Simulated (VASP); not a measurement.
# Co (P6_3/mmc) in VASP: further runs

Runs on Co. Level: LDA. Tasks: single point.

All numbers are computed with VASP 6.6.1; they aren't measurements. Logs are shortened: lines on timing, memory, paths and dates and some standing lists are left out, and cuts for length are marked.

### Step 1. The cell of the first run

Symmetry: P6_3/mmc, No. 194, hexagonal system. The conventional cell has a = 2.454 Å, b = 2.454 Å, c = 8.034 Å, α = 90.00°, β = 90.00°, γ = 120.00°. Co (site symmetry -6m2) has 12 Co at 2.45 to 2.46 Å within 3.2 Å. Co (site symmetry -3m) has 12 Co at 2.45 to 2.46 Å within 3.2 Å.

### Step 2. Single point, LDA, collinear spin, ferromagnetic start (10.47 Å³/atom)

INCAR

```
SYSTEM = Co
PREC     = Accurate       ! precision mode
ENCUT    = 520            ! plane-wave cutoff, eV
EDIFF    = 1E-7           ! SCF threshold, eV
ISMEAR   = -1             ! smearing method
SIGMA    = 0.05           ! smearing width, eV
LREAL    = .FALSE.        ! projectors in reciprocal space
LASPH    = .TRUE.         ! aspherical terms in the spheres
NELM     = 150            ! most SCF steps
ALGO     = Normal         ! electronic algorithm
ISIF     = 2              ! what is computed and relaxed
LWAVE    = .FALSE.        ! write WAVECAR
LCHARG   = .FALSE.        ! write CHGCAR
ISPIN    = 2              ! spin polarisation
MAGMOM   = 2 2 2 2        ! initial moments
LORBIT   = 11             ! projections on sites
LMAXMIX  = 4              ! l up to which the mixer works
NBANDS   = 30             ! bands
```

KPOINTS

```
Automatic mesh
0
G
  12 12 4
  0 0 0
```

POSCAR

```
Co
1.0
    2.4539803297      0.0000000000      0.0000000000
   -1.2269901649      2.1252093060      0.0000000000
    0.0000000000      0.0000000000      8.0339487160
Co
4
Direct
    0.6666666667      0.3333333333      0.7500000000
    0.0000000000      0.0000000000      0.5000000000
    0.3333333333      0.6666666667      0.2500000000
    0.0000000000      0.0000000000      0.0000000000
```

Potentials or basis: VASP PAW LDA potentials, release 64 (Co).

Run with:

```console
> cat potpaw_LDA.64/Co/POTCAR > POTCAR
> mpirun -np 1 vasp_std > vasp.out
```

OUTCAR:

```text
SYSTEM = Co
   PREC = Accurate
   ENCUT = 520
   EDIFF = 1E-7
   ISMEAR = -1
   LREAL = .FALSE.
   LASPH = .TRUE.
   NELM = 150
   ISIF = 2
   ISPIN = 2
   LORBIT = 11

 ion  position               nearest neighbor table
   1  0.667  0.333  0.750-   2 2.46   4 2.46   2 2.46   4 2.46   2 2.46   4 2.46
   2  0.000  0.000  0.500-   1 2.46   3 2.46   1 2.46   3 2.46   1 2.46   3 2.46
   3  0.333  0.667  0.250-   2 2.46   4 2.46   2 2.46   4 2.46   2 2.46   4 2.46
   4  0.000  0.000  0.000-   1 2.46   3 2.46   1 2.46   3 2.46   1 2.46   3 2.46

  LATTYP: Found a hexagonal cell.
 ALAT       =     2.4539803297
 C/A-ratio  =     3.2738439745

  Lattice vectors:

 A1 = (   2.4539803297,   0.0000000000,   0.0000000000)
 A2 = (  -1.2269901649,   2.1252093060,   0.0000000000)
 A3 = (   0.0000000000,   0.0000000000,   8.0339487160)

Analysis of symmetry for initial positions (statically):
=====================================================================
 Subroutine PRICEL returns:
 Original cell was already a primitive cell.

 Routine SETGRP: Setting up the symmetry group for a
 hexagonal supercell.

 Subroutine GETGRP returns: Found 24 space group operations
 (whereof 12 operations were pure point group operations)
 out of a pool of 24 trial point group operations.

The static configuration has the point symmetry D_3d.
 The point group associated with its full space group is D_6h.

Analysis of symmetry for dynamics (positions and initial velocities):
=====================================================================
 Subroutine PRICEL returns:
 Original cell was already a primitive cell.

 Routine SETGRP: Setting up the symmetry group for a
 hexagonal supercell.

 Subroutine GETGRP returns: Found 24 space group operations
 (whereof 12 operations were pure point group operations)
 out of a pool of 24 trial point group operations.

The dynamic configuration has the point symmetry D_3d.
 The point group associated with its full space group is D_6h.

Analysis of structural, dynamic, and magnetic symmetry:
=====================================================================
 Subroutine PRICEL returns:
 Original cell was already a primitive cell.

 Routine SETGRP: Setting up the symmetry group for a
 hexagonal supercell.

 Subroutine GETGRP returns: Found 24 space group operations
 (whereof 12 operations were pure point group operations)
 out of a pool of 24 trial point group operations.

The overall configuration has the point symmetry D_3d.
 The point group associated with its full space group is D_6h.

 Subroutine INISYM returns: Found 24 space group operations
 (whereof 12 operations are pure point group operations),
 and found     1 'primitive' translations

----------------------------------------------------------------------------------------

                                     Primitive cell

  volume of cell :      41.8988

  direct lattice vectors                    reciprocal lattice vectors
     2.453980330  0.000000000  0.000000000     0.407501229  0.235270944  0.000000000
    -1.226990165  2.125209306  0.000000000     0.000000000  0.470541888  0.000000000
     0.000000000  0.000000000  8.033948716     0.000000000  0.000000000  0.124471793

  length of vectors
     2.453980330  2.453980330  8.033948716     0.470541888  0.470541888  0.124471793

  position of ions in fractional coordinates (direct lattice)
     0.666666667  0.333333333  0.750000000
     0.000000000  0.000000000  0.500000000
     0.333333333  0.666666667  0.250000000
     0.000000000  0.000000000  0.000000000

  ion indices of the primitive-cell ions
   primitive index   ion index
                 1           1
                 2           2
                 3           3
                 4           4

----------------------------------------------------------------------------------------

 KPOINTS: Automatic mesh

Automatic generation of k-mesh.
 Grid dimensions read from file:
 generate k-points for:   12   12    4

 Generating k-lattice:

  Cartesian coordinates                     Fractional coordinates (reciprocal lattice)
     0.033958436  0.019605912  0.000000000     0.083333333  0.000000000  0.000000000
     0.000000000  0.039211824  0.000000000     0.000000000  0.083333333  0.000000000
     0.000000000  0.000000000  0.031117948     0.000000000  0.000000000  0.250000000

  Length of vectors
     0.039211824  0.039211824  0.031117948

  Shift w.r.t. Gamma in fractional coordinates (k-lattice)
     0.000000000  0.000000000  0.000000000

 Subroutine IBZKPT returns following result:
 ===========================================

 Found     57 irreducible k-points:

 Following reciprocal coordinates:
            Coordinates               Weight
  0.000000  0.000000  0.000000      1.000000
  0.083333 -0.000000  0.000000      6.000000
  0.166667  0.000000  0.000000      6.000000
  0.250000 -0.000000  0.000000      6.000000
  0.333333 -0.000000  0.000000      6.000000
  0.416667 -0.000000  0.000000      6.000000
[... 16 lines left out ...]
  0.250000 -0.000000  0.250000     12.000000
  0.333333 -0.000000  0.250000     12.000000
 [... further k-points ...]
   k-points           NKPTS =     57   k-points in BZ     NKDIM =     57   number of bands    NBANDS=     30
   number of dos      NEDOS =    301   number of ions     NIONS =      4
   total plane-waves  NPLWV =  19440
   dimension x,y,z NGX =    18 NGY =   18 NGZ =   60
   dimension x,y,z NGXF=    36 NGYF=   36 NGZF=  120
   ions per type =               4
   NGX,Y,Z   is equivalent  to a cutoff of  12.19, 12.19, 12.42 a.u.
   NGXF,Y,Z  is equivalent  to a cutoff of  24.39, 24.39, 24.83 a.u.
 SYSTEM =  Co
   PREC   = accura    normal or accurate (medium, high low for compatibility)
   ISTART =      0    job   : 0-new  1-cont  2-samecut
   ICHARG =      2    charge: 1-file 2-atom 10-const
   ISPIN  =      2    spin polarized calculation?
   LNONCOLLINEAR =      F non collinear calculations
   LSORBIT =      F    spin-orbit coupling
   LASPH  =      T    aspherical Exc in radial PAW
   ENCUT  =  520.0 eV  38.22 Ry    6.18 a.u.   4.56  4.56 14.94*2*pi/ulx,y,z
   NELM   =    150;   NELMIN=  2; NELMDL= -5     # of ELM steps
   EDIFF  = 0.1E-06   stopping-criterion for ELM
   LREAL  =      F    real-space projection
   EDIFFG = 0.1E-05   stopping-criterion for IOM
   NSW    =      0    number of steps for IOM
   IBRION =     -1    ionic relax: 0-MD 1-quasi-New 2-CG
   NFREE  =      0    steps in history (QN), initial steepest desc. (CG)
   ISIF   =      2    stress and relaxation
   ISYM   =      2    0-nonsym 1-usesym 2-fastsym
   POTIM  = 0.5000    time-step for ionic-motion
   TEBEG  =    0.0;   TEEND  =   0.0 temperature during run
   PSTRESS=    0.0 pullay stress
   NELECT =      36.0000    total number of electrons
   NUPDOWN=      -1.0000    fix difference up-down
   EMIN   =  10.00;   EMAX   =-10.00  energy-range for DOS
   EFERMI =   0.00;   METHOD = LEGACY
   ISMEAR =    -1;   SIGMA  =   0.05  broadening in eV -4-tet -1-fermi 0-gaus
   EFERMI_NEDOS =   21; number of points for ismear=-14 and -15
   IALGO  =     38    algorithm
   IMIX   =      4    mixing-type and parameters
     AMIX     =   0.40;   BMIX     =  1.00
     AMIX_MAG =   1.60;   BMIX_MAG =  1.00
  volume/ion in A,a.u.               =      10.47        70.69
  Fermi-wavevector in a.u.,A,eV,Ry     =   1.556354  2.941083 32.956545  2.422238
  Thomas-Fermi vector in A             =   2.660162
   LORBIT       =     11    0 simple, 1 ext, 2 COOP (PROOUT), +10 PAW based schemes
   GGA     = CA    functional components
   LHFCALC =     F    Hartree Fock is set to
   AEXX    =    0.0000 exact exchange contribution
   IVDW    =     0    specifies the selected vdW correction
   LEPSILON=     F    determine dielectric tensor
   LRPA    =     F    only Hartree local field effects (RPA)
 spin polarized calculation
  energy-cutoff  :      520.00
  volume of cell :       41.90
 maximum number of plane-waves:      1151
   NGX =  9   NGY =  9   NGZ = 29

 number of electron      35.9999953 magnetization       6.0898650

 Free energy of the ion-electron system (eV)
  ---------------------------------------------------
  ext. energy  EPLUGINS =         0.00000000
  ---------------------------------------------------
  free energy    TOTEN  =       -32.38927796 eV

  energy without entropy =      -32.35343247  energy(sigma->0) =      -32.37135522

 E-fermi :  10.4560     XC(G=0): -13.9457

 val. band max:       10.4479693255   @ k =   0.3333   0.0833   0.2500
 cond. band min:      10.4622025538   @ k =   0.0833   0.0833   0.5000
 fundamental gap:      0.0142332283
 Fermi energy:        10.4559631231

 spin component 1

 k-point     1 :       0.0000    0.0000    0.0000
  band No.  band energies     occupation
      1       1.3017      1.00000
      2       3.5569      1.00000
      3       3.5718      1.00000
      4       5.1968      1.00000
      5       7.4999      1.00000
      6       7.5332      1.00000
[... 22 lines left out ...]
     29      33.1955      0.00000
     30      34.1564      0.00000

 k-point     2 :       0.0833   -0.0000    0.0000
  band No.  band energies     occupation
      1       1.5537      1.00000
      2       3.7729      1.00000
      3       3.7875      1.00000
      4       5.3595      1.00000
      5       7.3400      1.00000
      6       7.4379      1.00000
[... 718 lines left out ...]
 k-point    24 :       0.3333   -0.0000    0.2500
  band No.  band energies     occupation
      1       4.6265      1.00000
      2       5.0506      1.00000
      3       5.6155      1.00000
      4       6.0759      1.00000
      5       6.3900      1.00000
      6       6.4984      1.00000
[... 22 lines left out ...]
     29      25.4995      0.00000
     30      26.3772      0.00000

 [... further k-points ...]

 spin component 2

 k-point     1 :       0.0000    0.0000    0.0000
  band No.  band energies     occupation
      1       1.4880      1.00000
      2       3.8050      1.00000
      3       3.8123      1.00000
      4       6.0588      1.00000
      5       8.6880      1.00000
      6       8.7240      1.00000
[... 22 lines left out ...]
     29      33.2266      0.00000
     30      34.2152      0.00000

 k-point     2 :       0.0833   -0.0000    0.0000
  band No.  band energies     occupation
      1       1.7411      1.00000
      2       4.0252      1.00000
      3       4.0323      1.00000
      4       6.2373      1.00000
      5       8.5504      1.00000
      6       8.6558      1.00000
[... 718 lines left out ...]
 k-point    24 :       0.3333   -0.0000    0.2500
  band No.  band energies     occupation
      1       5.0020      1.00000
      2       5.6049      1.00000
      3       6.4509      1.00000
      4       7.1184      1.00000
      5       7.4431      1.00000
      6       7.6545      1.00000
[... 22 lines left out ...]
     29      25.9697      0.00000
     30      26.8861      0.00000

 [... further k-points ...]

------------------------ aborting loop because EDIFF is reached ----------------------------------------

  FORCE on cell =-STRESS in cart. coord.  units (eV):
  Direction    XX          YY          ZZ          XY          YZ          ZX
  --------------------------------------------------------------------------------------
  -------------------------------------------------------------------------------------
  Total       -2.8001552     -2.8001552     -3.6182018      0.0000000     -0.0000000      0.0000000
  in kB     -107.0756803   -107.0756803   -138.3571223      0.0000000     -0.0000000      0.0000000
  external PRESSURE =    -117.5028277 kB  Pullay stress =       0.0000000 kB

 VOLUME and BASIS-vectors are now :
 -----------------------------------------------------------------------------
  energy-cutoff  :      520.00
  volume of cell :       41.90
      direct lattice vectors                 reciprocal lattice vectors
     2.453980330  0.000000000  0.000000000     0.407501229  0.235270944  0.000000000
    -1.226990165  2.125209306  0.000000000     0.000000000  0.470541888  0.000000000
     0.000000000  0.000000000  8.033948716     0.000000000  0.000000000  0.124471793

 POSITION                                       TOTAL-FORCE (eV/Angst)
 -----------------------------------------------------------------------------------
      1.22699      0.70840      6.02546        -0.000000      0.000000     -0.000000
      0.00000      0.00000      4.01697         0.000000     -0.000000     -0.000000
     -0.00000      1.41681      2.00849         0.000000     -0.000000      0.000000
      0.00000      0.00000      0.00000         0.000000     -0.000000     -0.000000
 -----------------------------------------------------------------------------------
    total drift:                                0.000000     -0.000000      0.000000

  FREE ENERGIE OF THE ION-ELECTRON SYSTEM (eV)
  ---------------------------------------------------
  free  energy   TOTEN  =       -32.3892779582 eV

  energy  without entropy=      -32.3534324726  energy(sigma->0) =      -32.37135522

 total charge

# of ion       s       p       d       tot
------------------------------------------
    1        0.503   0.548   7.299   8.350
    2        0.504   0.545   7.305   8.354
    3        0.503   0.548   7.299   8.350
    4        0.504   0.545   7.305   8.354
--------------------------------------------------
tot          2.014   2.186  29.208  33.409

 magnetization (x)

# of ion       s       p       d       tot
------------------------------------------
    1       -0.013  -0.036   1.580   1.530
    2       -0.013  -0.035   1.559   1.511
    3       -0.013  -0.036   1.580   1.530
    4       -0.013  -0.035   1.559   1.511
--------------------------------------------------
tot         -0.052  -0.143   6.276   6.082
```

Wall time 70 s (1 thread of Intel Xeon 6975P-C (Granite Rapids), shared host); peak memory 0.2 GiB.

Results:

- Free energy: -32.3893 eV
- Pressure: -11.8 GPa
- Net moment: 6.09 μB per cell
- Site moments: Co +1.53, +1.51 (each value once) μB
- Valence electrons inside the program's atomic spheres: Co 8.35

Stress tensor (GPa, compression positive):
```
-10.71   0.00   0.00
  0.00 -10.71   0.00
  0.00   0.00 -13.84
```

Levels at points of the mesh, in eV from the Fermi level:
Spin up:
```
           k point  band 19  band 20  band 21  band 22  band 23  band 24
(0.00, 0.00, 0.00)    -1.25    -0.94    -0.94    -0.53    -0.53    -0.27
(0.50, 0.00, 0.00)    -0.28    -0.26     0.33     1.45     2.71     3.31
(0.00, 0.00, 0.50)    -1.41    -1.41    -0.71    -0.71    -0.71    -0.71
(0.50, 0.00, 0.50)    -0.30    -0.30     1.43     1.43     2.98     2.98
```
Spin down:
| k point | band 10 | band 11 | band 12 | band 13 | band 14 | band 15 | band 16 | band 17 | band 18 | band 19 |
| --- | --- | --- | --- | --- | --- | --- | --- | --- | --- | --- |
| (0.00, 0.00, 0.00) | -1.23 | -1.22 | -0.94 | -0.94 | -0.88 | -0.88 | -0.10 | -0.04 | -0.04 | 0.33 |
| (0.50, 0.00, 0.00) | -1.24 | -0.87 | -0.16 | -0.15 | 0.71 | 1.15 | 1.15 | 1.18 | 1.22 | 1.30 |
| (0.00, 0.00, 0.50) | -1.16 | -1.16 | -1.16 | -1.03 | -1.03 | -1.03 | -1.03 | 0.15 | 0.15 | 0.15 |
| (0.50, 0.00, 0.50) | -0.95 | -0.82 | -0.82 | -0.22 | -0.22 | 0.77 | 0.77 | 1.17 | 1.17 | 1.29 |

Caveat: the cell stands under tension.

### Step 3. Single point, LDA, collinear spin, ferromagnetic start (10.90 Å³/atom)

This run uses another cell than the first one, of 10.90 Å³/atom.

INCAR

```
SYSTEM = Co
ALGO = Normal ; EDIFF = 1E-6
ENCUT = 520 ; GGA = CA
ISIF = 2 ; ISMEAR = -1
ISPIN = 2 ; LASPH = .TRUE.
LCHARG = .TRUE. ; LELF = .TRUE.
LMAXMIX = 4 ; LORBIT = 11
LREAL = .FALSE. ; LVHAR = .TRUE.
LWAVE = .FALSE. ; MAGMOM = 2 2 2 2
NBANDS = 30 ; NELM = 150
PREC = Accurate ; SIGMA = 0.05
```

KPOINTS

```
k-points
0
G
  12 12 4
  0 0 0
```

POSCAR

```
Co
1.0
    2.4869235940      0.0000000000      0.0000000000
   -1.2434617971      2.1537390097      0.0000000000
    0.0000000000      0.0000000000      8.1417998233
Co
4
Direct
    0.6666666667      0.3333333333      0.7500000000
    0.0000000000      0.0000000000      0.5000000000
    0.3333333333      0.6666666667      0.2500000000
    0.0000000000      0.0000000000      0.0000000000
```

Potentials or basis: VASP PAW LDA potentials, release 64 (Co).

Run with:

```console
> cat potpaw_LDA.64/Co/POTCAR > POTCAR
> mpirun -np 1 vasp_std > vasp.out
```

Wall time 70 s (1 thread of Intel Xeon 6975P-C (Granite Rapids), shared host); peak memory 0.21 GiB.

The run converged. Its results:

| Property | Result |
| --- | --- |
| Free energy | -32.2224 eV |
| Pressure | -19.2 GPa |
| Net moment | 6.28 μB per cell |
| Site moments | Co +1.58, +1.56 (each value once) μB |
| Valence electrons inside the program's atomic spheres | Co 8.27 |

Stress tensor (GPa, compression positive):
```
-18.19   0.00   0.00
  0.00 -18.19   0.00
  0.00   0.00 -21.37
```

Levels at points of the mesh, in eV from the Fermi level:
Spin up:
```tsv
k point	band 17	band 18	band 19	band 20	band 21	band 22	band 23	band 24	band 25	band 26
(0.00, 0.00, 0.00)	-1.61	-1.29	-1.29	-0.99	-0.99	-0.61	-0.61	-0.25	6.18	14.63
(0.50, 0.00, 0.00)	-0.45	-0.38	-0.37	-0.36	0.32	1.40	2.54	3.13	6.97	7.00
(0.00, 0.00, 0.50)	-1.44	-1.44	-1.44	-1.44	-0.77	-0.77	-0.77	-0.77	9.14	9.14
(0.50, 0.00, 0.50)	-0.50	-0.50	-0.38	-0.38	1.33	1.33	2.83	2.83	7.31	7.31
```
Spin down:
```
           k point  band 10  band 11  band 12  band 13  band 14  band 15  band 16  band 17  band 18  band 19
(0.00, 0.00, 0.00)    -1.13    -1.13    -0.86    -0.86    -0.81    -0.81    -0.08    -0.02    -0.02     0.34
(0.50, 0.00, 0.00)    -1.15    -0.80    -0.13    -0.12     0.70     1.11     1.12     1.14     1.18     1.25
(0.00, 0.00, 0.50)    -1.06    -1.06    -1.06    -0.94    -0.94    -0.94    -0.94     0.17     0.17     0.17
(0.50, 0.00, 0.50)    -0.87    -0.76    -0.76    -0.19    -0.19     0.75     0.75     1.14     1.14     1.25
```

Caveat: the cell stands under tension.
